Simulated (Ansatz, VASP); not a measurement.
## Two plane-wave programs on ZnS

```xyz
2
Lattice="0.0000 2.4454 2.4454 2.4454 0.0000 2.4454 2.4454 2.4454 0.0000" Properties=species:S:1:pos:R:3 pbc="T T T"
S     0.0000    0.0000    0.0000
Zn    2.4454    2.4454    2.4454
```

Alike in both runs: task single point; functional PBE; k mesh 12 × 12 × 12; occupations gaussian, width 0.05 eV; no spin polarisation.

|  | VASP | Ansatz |
| --- | --- | --- |
| version | VASP 6.6.1 | Ansatz 0.2.0 |
| potentials or method | VASP PAW PBE potentials, release 64 (S, Zn), cutoff 520 eV | scalar-relativistic, plane waves, PAW |
| valence electrons in the cell | 18 | 18 |

```tsv
	VASP	Ansatz	Ansatz less VASP
gap on the k mesh at the Fermi level (eV)	none	none	-
pressure (GPa)	15.0	14.7	-0.30
```

A gap of «none» marks a metal or a gap that the smearing closes. The functional is the same, so the differences come from potentials, cutoffs and numerics.
